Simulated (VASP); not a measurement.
A run of VASP 6.6.1 is set up as follows.

Contents of INCAR:

```
ALGO = Normal ; EDIFF = 1E-7
EDIFFG = -0.005 ; ENCUT = 500
GGA_COMPAT = F ; IBRION = 2
ISIF = 4 ; ISMEAR = -1
LASPH = T ; LCHARG = F
LREAL = F ; LWAVE = F
NELM = 120 ; NELMIN = 4
NSW = 50 ; PREC = Accurate
SIGMA = 0.08
```

The input KPOINTS:

```
k-points
0
Gamma
  15 15 8
```

POSCAR

```
Au
1.0
    2.3927548642      0.0000000000      0.0000000000
   -1.1963774321      2.0721864974      0.0000000000
    0.0000000000      0.0000000000      4.0165312606
Au
2
Direct
    0.3333333333      0.6666666667      0.2500000000
    0.6666666667      0.3333333333      0.7500000000
```

Potentials or basis: VASP PAW LDA potentials, release 64 (Au).

Launch:

```sh
$ cat potpaw_LDA.64/Au/POTCAR > POTCAR
$ mpirun -np 1 vasp_std > vasp.out
```

**Question.** Predict the band gap on the k mesh.

**Answer.** Zero (bands 11 and 12 overlap by 11.01 eV).

Step by step:
```csv
step,energy change (eV),largest force (eV/Å),pressure (GPa),volume (Å³)
1,0.0000,0.0000,403.34,19.91
2,0.1231,0.0000,405.57,19.91
3,-0.0159,0.0000,403.04,19.91
4,-0.0159,0.0000,403.04,19.91
```

Caveat: spin-orbit coupling is left out, which moves the levels of the heavy elements.
